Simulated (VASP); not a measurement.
# ZnS in VASP: a series of runs

ZnS is run at these levels: PBE; tasks: single point.

All numbers are computed with VASP 6.6.1; they aren't measurements. Logs are shortened: lines on timing, memory, paths and dates and some standing lists are left out, and cuts for length are marked.

## (1) The cell of the first run

The cell holds a sheet with vacuum, 4 atoms: a = 3.450 Å, b = 3.450 Å, c = 17.000 Å, α = 90.00°, β = 90.00°, γ = 90.00°.

## (2) Single point, PBE

File INCAR:

```
PREC = Accurate
ENCUT = 520
EDIFF = 1E-6
ISMEAR = 0
SIGMA = 0.1
LREAL = F
LASPH = T
NELM = 80
ALGO = Normal
ISIF = 2
LWAVE = F
LCHARG = F
LDIPOL = T
IDIPOL = 3
DIPOL = 0.5 0.5 0.500
GGA = PE
NBANDS = 26
```

File KPOINTS:

```
regular mesh
0
Gamma
  6 6 1
```

File POSCAR:

```
ZnS
1.0
    3.4496975800      0.0000000000      0.0000000000
    0.0000000000      3.4496975800      0.0000000000
    0.0000000000      0.0000000000     17.0000000000
Zn S
2 2
Direct
    0.5000000000      0.0000000000      0.4338477800
    0.0000000000      0.5000000000      0.5661522200
    0.0000000000      0.5000000000      0.4180521200
    0.5000000000      0.0000000000      0.5819478800
```

Potentials or basis: VASP PAW PBE potentials, release 64 (Zn, S).

On the command line:

```bash
$ cat potpaw_PBE.64/Zn/POTCAR potpaw_PBE.64/S/POTCAR > POTCAR
$ mpirun -np 1 vasp_std > vasp.out
```

OUTCAR:

```text
PREC = Accurate
   ENCUT = 520
   EDIFF = 1E-6
   ISMEAR = 0
   LREAL = F
   LASPH = T
   NELM = 80
   ISIF = 2
   GGA = PE

 ion  position               nearest neighbor table
   1  0.500  0.000  0.434-   3 2.45   3 2.45   3 2.45   3 2.45   4 2.52
   2  0.000  0.500  0.566-   4 2.45   4 2.45   4 2.45   4 2.45   3 2.52
   3  0.000  0.500  0.418-   1 2.45   1 2.45   1 2.45   1 2.45   2 2.52
   4  0.500  0.000  0.582-   2 2.45   2 2.45   2 2.45   2 2.45   1 2.52

  LATTYP: Found a simple tetragonal cell.
 ALAT       =     3.4496975800
 C/A-ratio  =     4.9279682076

  Lattice vectors:

 A1 = (   3.4496975800,   0.0000000000,   0.0000000000)
 A2 = (   0.0000000000,   3.4496975800,   0.0000000000)
 A3 = (   0.0000000000,   0.0000000000,  17.0000000000)

Analysis of symmetry for initial positions (statically):
=====================================================================
 Subroutine PRICEL returns:
 Original cell was already a primitive cell.

 Routine SETGRP: Setting up the symmetry group for a
 simple tetragonal supercell.

 Subroutine GETGRP returns: Found 16 space group operations
 (whereof  8 operations were pure point group operations)
 out of a pool of 16 trial point group operations.

The static configuration has the point symmetry D_2d.
 The point group associated with its full space group is D_4h.

Analysis of symmetry for dynamics (positions and initial velocities):
=====================================================================
 Subroutine PRICEL returns:
 Original cell was already a primitive cell.

 Routine SETGRP: Setting up the symmetry group for a
 simple tetragonal supercell.

 Subroutine GETGRP returns: Found 16 space group operations
 (whereof  8 operations were pure point group operations)
 out of a pool of 16 trial point group operations.

The dynamic configuration has the point symmetry D_2d.
 The point group associated with its full space group is D_4h.

 Subroutine INISYM returns: Found 16 space group operations
 (whereof  8 operations are pure point group operations),
 and found     1 'primitive' translations

----------------------------------------------------------------------------------------

                                     Primitive cell

  volume of cell :     202.3070

  direct lattice vectors                    reciprocal lattice vectors
     3.449697580  0.000000000  0.000000000     0.289880483  0.000000000  0.000000000
     0.000000000  3.449697580  0.000000000     0.000000000  0.289880483  0.000000000
     0.000000000  0.000000000 17.000000000     0.000000000  0.000000000  0.058823529

  length of vectors
     3.449697580  3.449697580 17.000000000     0.289880483  0.289880483  0.058823529

  position of ions in fractional coordinates (direct lattice)
     0.500000000  0.000000000  0.433847780
     0.000000000  0.500000000  0.566152220
     0.000000000  0.500000000  0.418052120
     0.500000000  0.000000000  0.581947880

  ion indices of the primitive-cell ions
   primitive index   ion index
                 1           1
                 2           2
                 3           3
                 4           4

----------------------------------------------------------------------------------------

 KPOINTS: regular mesh

Automatic generation of k-mesh.
 Grid dimensions read from file:
 generate k-points for:    6    6    1

 Generating k-lattice:

  Cartesian coordinates                     Fractional coordinates (reciprocal lattice)
     0.048313414  0.000000000  0.000000000     0.166666667  0.000000000  0.000000000
     0.000000000  0.048313414  0.000000000     0.000000000  0.166666667  0.000000000
     0.000000000  0.000000000  0.058823529     0.000000000  0.000000000  1.000000000

  Length of vectors
     0.048313414  0.048313414  0.058823529

  Shift w.r.t. Gamma in fractional coordinates (k-lattice)
     0.000000000  0.000000000  0.000000000

 Subroutine IBZKPT returns following result:
 ===========================================

 Found     10 irreducible k-points:

 Following reciprocal coordinates:
            Coordinates               Weight
  0.000000  0.000000  0.000000      1.000000
  0.166667  0.000000  0.000000      4.000000
  0.333333  0.000000  0.000000      4.000000
  0.500000  0.000000  0.000000      2.000000
  0.166667  0.166667  0.000000      4.000000
  0.333333  0.166667  0.000000      8.000000
  0.500000  0.166667  0.000000      4.000000
  0.333333  0.333333  0.000000      4.000000
  0.500000  0.333333  0.000000      4.000000
  0.500000  0.500000  0.000000      1.000000
   k-points           NKPTS =     10   k-points in BZ     NKDIM =     10   number of bands    NBANDS=     26
   number of dos      NEDOS =    301   number of ions     NIONS =      4
   total plane-waves  NPLWV =  98784
   dimension x,y,z NGX =    28 NGY =   28 NGZ =  126
   dimension x,y,z NGXF=    56 NGYF=   56 NGZF=  252
   ions per type =               2   2
   NGX,Y,Z   is equivalent  to a cutoff of  13.49, 13.49, 12.32 a.u.
   NGXF,Y,Z  is equivalent  to a cutoff of  26.99, 26.99, 24.64 a.u.
 SYSTEM =  unknown system
   PREC   = accura    normal or accurate (medium, high low for compatibility)
   ISTART =      0    job   : 0-new  1-cont  2-samecut
   ICHARG =      2    charge: 1-file 2-atom 10-const
   ISPIN  =      1    spin polarized calculation?
   LNONCOLLINEAR =      F non collinear calculations
   LSORBIT =      F    spin-orbit coupling
   LASPH  =      T    aspherical Exc in radial PAW
   ENCUT  =  520.0 eV  38.22 Ry    6.18 a.u.   6.41  6.41 31.61*2*pi/ulx,y,z
   NELM   =     80;   NELMIN=  2; NELMDL= -5     # of ELM steps
   EDIFF  = 0.1E-05   stopping-criterion for ELM
   LREAL  =      F    real-space projection
[... 7 lines left out ...]
   TEBEG  =    0.0;   TEEND  =   0.0 temperature during run
   PSTRESS=    0.0 pullay stress
   NELECT =      36.0000    total number of electrons
   NUPDOWN=      -1.0000    fix difference up-down
   EMIN   =  10.00;   EMAX   =-10.00  energy-range for DOS
   EFERMI =   0.00;   METHOD = LEGACY
   ISMEAR =     0;   SIGMA  =   0.10  broadening in eV -4-tet -1-fermi 0-gaus
   EFERMI_NEDOS =   21; number of points for ismear=-14 and -15
   IALGO  =     38    algorithm
   IMIX   =      4    mixing-type and parameters
     AMIX     =   0.40;   BMIX     =  1.00
     AMIX_MAG =   1.60;   BMIX_MAG =  1.00
  volume/ion in A,a.u.               =      50.58       341.31
  Fermi-wavevector in a.u.,A,eV,Ry     =   0.920814  1.740087 11.536363  0.847899
  Thomas-Fermi vector in A             =   2.046161
   LORBIT       =      0    0 simple, 1 ext, 2 COOP (PROOUT), +10 PAW based schemes
   GGA     = PE    functional components
   LHFCALC =     F    Hartree Fock is set to
   AEXX    =    0.0000 exact exchange contribution
   IVDW    =     0    specifies the selected vdW correction
   LEPSILON=     F    determine dielectric tensor
   LRPA    =     F    only Hartree local field effects (RPA)
 non-spin polarized calculation
 Gauss-broadening in eV      SIGMA  =   0.10
  energy-cutoff  :      520.00
  volume of cell :      202.31
 maximum number of plane-waves:      5487
 NGX is ok and might be reduce to    28
   NGX = 13   NGY = 13   NGZ = 63

 dipolmoment           0.000000      0.000000      0.000000 electrons x Angstroem

 number of electron      36.0000001 magnetization

 dipolmoment           0.000000      0.000000     -0.000000 electrons x Angstroem

 Free energy of the ion-electron system (eV)
  ---------------------------------------------------
  ext. energy  EPLUGINS =         0.00000000
  ---------------------------------------------------
  free energy    TOTEN  =       -12.16848742 eV

  energy without entropy =      -12.16835576  energy(sigma->0) =      -12.16842159

 E-fermi :  -1.8082     XC(G=0):  -4.2054

 val. band max:       -2.0209360225   @ k =   0.5000   0.0000   0.0000
 cond. band min:      -1.6108491498   @ k =   0.5000   0.5000   0.0000
 fundamental gap:      0.4100868727
 Fermi energy:        -1.8082106671

 k-point     1 :       0.0000    0.0000    0.0000
  band No.  band energies     occupation
      1     -15.9301      2.00000
      2     -15.0078      2.00000
      3      -8.8679      2.00000
      4      -8.7308      2.00000
      5      -8.6877      2.00000
      6      -8.6751      2.00000
[... 18 lines left out ...]
     25       4.5169      0.00000
     26       5.4556      0.00000

 k-point     2 :       0.1667    0.0000    0.0000
  band No.  band energies     occupation
      1     -15.6959      2.00000
      2     -14.8389      2.00000
      3      -8.8821      2.00000
      4      -8.8097      2.00000
      5      -8.7762      2.00000
      6      -8.7520      2.00000
[... 18 lines left out ...]
     25       4.8069      0.00000
     26       5.0794      0.00000

 k-point     3 :       0.3333    0.0000    0.0000
  band No.  band energies     occupation
      1     -15.0886      2.00000
      2     -14.4931      2.00000
      3      -9.1773      2.00000
      4      -9.1305      2.00000
      5      -8.9962      2.00000
      6      -8.9677      2.00000
[... 18 lines left out ...]
     25       4.9706      0.00000
     26       5.1046      0.00000

 k-point     4 :       0.5000    0.0000    0.0000
  band No.  band energies     occupation
      1     -14.4991      2.00000
      2     -14.4991      2.00000
      3      -9.5182      2.00000
      4      -9.5182      2.00000
      5      -9.0703      2.00000
      6      -9.0703      2.00000
[... 18 lines left out ...]
     25       4.2650      0.00000
     26       4.2650      0.00000

 k-point     5 :       0.1667    0.1667    0.0000
  band No.  band energies     occupation
      1     -15.4785      2.00000
      2     -14.6896      2.00000
      3      -8.9748      2.00000
      4      -8.9104      2.00000
      5      -8.8488      2.00000
      6      -8.7470      2.00000
[... 18 lines left out ...]
     25       4.6727      0.00000
     26       5.1111      0.00000

 k-point     6 :       0.3333    0.1667    0.0000
  band No.  band energies     occupation
      1     -14.9256      2.00000
      2     -14.3936      2.00000
      3      -9.1919      2.00000
      4      -9.1579      2.00000
      5      -8.8658      2.00000
      6      -8.8418      2.00000
[... 18 lines left out ...]
     25       4.9713      0.00000
     26       4.9878      0.00000

 k-point     7 :       0.5000    0.1667    0.0000
  band No.  band energies     occupation
      1     -14.4073      2.00000
      2     -14.4073      2.00000
      3      -9.3010      2.00000
      4      -9.3010      2.00000
      5      -8.9682      2.00000
      6      -8.9682      2.00000
[... 18 lines left out ...]
     25       5.7478      0.00000
     26       5.7478      0.00000

 k-point     8 :       0.3333    0.3333    0.0000
  band No.  band energies     occupation
      1     -14.5372      2.00000
      2     -14.2079      2.00000
      3      -9.0809      2.00000
      4      -9.0186      2.00000
      5      -8.8104      2.00000
      6      -8.7860      2.00000
[... 18 lines left out ...]
     25       6.2295      0.00000
     26       6.4479      0.00000

 k-point     9 :       0.5000    0.3333    0.0000
  band No.  band energies     occupation
      1     -14.2141      2.00000
      2     -14.2141      2.00000
      3      -8.8576      2.00000
      4      -8.8576      2.00000
      5      -8.7740      2.00000
      6      -8.7740      2.00000
[... 18 lines left out ...]
     25       6.8830      0.00000
     26       6.8830      0.00000

 k-point    10 :       0.5000    0.5000    0.0000
  band No.  band energies     occupation
      1     -14.1123      2.00000
      2     -14.1123      2.00000
      3      -8.8042      2.00000
      4      -8.8042      2.00000
      5      -8.6412      2.00000
      6      -8.6412      2.00000
[... 18 lines left out ...]
     25       6.7254      0.00000
     26       6.7254      0.00000

------------------------ aborting loop because EDIFF is reached ----------------------------------------

 vacuum level on the upper side and lower side of the slab       (xc-potential included)        -0.142        -0.142

  FORCE on cell =-STRESS in cart. coord.  units (eV):
  Direction    XX          YY          ZZ          XY          YZ          ZX
  --------------------------------------------------------------------------------------
  -------------------------------------------------------------------------------------
  Total        1.9077031      1.9077031     -0.2131331      0.0000000     -0.0000000      0.0000000
  in kB       15.1081193     15.1081193     -1.6879145      0.0000000     -0.0000000      0.0000000
  external PRESSURE =       9.5094414 kB  Pullay stress =       0.0000000 kB

 VOLUME and BASIS-vectors are now :
 -----------------------------------------------------------------------------
  energy-cutoff  :      520.00
  volume of cell :      202.31
      direct lattice vectors                 reciprocal lattice vectors
     3.449697580  0.000000000  0.000000000     0.289880483  0.000000000  0.000000000
     0.000000000  3.449697580  0.000000000     0.000000000  0.289880483  0.000000000
     0.000000000  0.000000000 17.000000000     0.000000000  0.000000000  0.058823529

 POSITION                                       TOTAL-FORCE (eV/Angst)
 -----------------------------------------------------------------------------------
      1.72485      0.00000      7.37541         0.000000      0.000000      0.337195
      0.00000      1.72485      9.62459        -0.000000      0.000000     -0.337195
      0.00000      1.72485      7.10689         0.000000      0.000000     -0.199856
      1.72485      0.00000      9.89311         0.000000      0.000000      0.199856
 -----------------------------------------------------------------------------------
    total drift:                                0.000000      0.000000      0.000000

  FREE ENERGIE OF THE ION-ELECTRON SYSTEM (eV)
  ---------------------------------------------------
  free  energy   TOTEN  =       -12.1684874176 eV

  energy  without entropy=      -12.1683557573  energy(sigma->0) =      -12.16842159

 vacuum level on the upper side and lower side of the slab         2.915         2.915
```

Run time: 36 s. Hardware: 1 thread of Intel Xeon 6975P-C (Granite Rapids), shared host; peak memory 0.31 GiB.

What came out:

- Free energy: -12.1685 eV
- Largest force: 0.337 eV/Å
- Band gap on the k mesh: 0.41 eV, indirect (least direct gap 2.59 eV)

Forces in eV/Å, atoms in the order of the input:
```
Zn   0.000  0.000  0.337
Zn   0.000  0.000 -0.337
S    0.000  0.000 -0.200
S    0.000  0.000  0.200
```

## (3) Single point, PBE

File INCAR:

```
SYSTEM = ZnS
ALGO = Normal ; DIPOL = 0.5 0.5 0.500
EDIFF = 1E-6 ; ENCUT = 520
GGA = PE ; IDIPOL = 3
ISIF = 2 ; ISMEAR = 0
LASPH = .TRUE. ; LCHARG = .TRUE.
LDIPOL = .TRUE. ; LELF = .TRUE.
LREAL = .FALSE. ; LVACPOTAV = .TRUE.
LVHAR = .TRUE. ; LWAVE = .FALSE.
NBANDS = 26 ; NELM = 80
PREC = Accurate ; SIGMA = 0.1
```

File KPOINTS:

```
k-points
0
G
  6 6 1
  0 0 0
```

POSCAR is that of step 2.

Potentials or basis: VASP PAW PBE potentials, release 64 (Zn, S).

On the command line:

```bash
$ cat potpaw_PBE.64/Zn/POTCAR potpaw_PBE.64/S/POTCAR > POTCAR
$ mpirun -np 1 vasp_std > vasp.out
```

Run time: 38 s. Hardware: 1 thread of Intel Xeon 6975P-C (Granite Rapids), shared host; peak memory 0.31 GiB.

Results (log left out):

- Free energy: -12.1685 eV
- Largest force: 0.337 eV/Å
- Band gap on the k mesh: 0.41 eV, indirect (least direct gap 2.59 eV)

Forces in eV/Å, atoms in the order of the input:
```
Zn   0.000  0.000  0.337
Zn   0.000  0.000 -0.337
S    0.000  0.000 -0.200
S    0.000  0.000  0.200
```

Levels at points of the mesh, in eV from the valence-band top:
```
           k point  band 14  band 15  band 16  band 17  band 18  band 19  band 20  band 21  band 22  band 23
(0.00, 0.00, 0.00)    -2.18    -2.18    -1.61    -1.24    -1.24     1.35     1.59     4.36     4.63     5.92
(0.50, 0.00, 0.00)    -5.34    -1.85    -1.85     0.00     0.00     4.03     4.03     5.32     5.32     6.23
(0.50, 0.50, 0.00)    -5.21    -3.77    -3.77    -2.62    -2.62     0.41     0.41     5.85     5.85     7.09
```

(Part 1 of 2 ends here.)
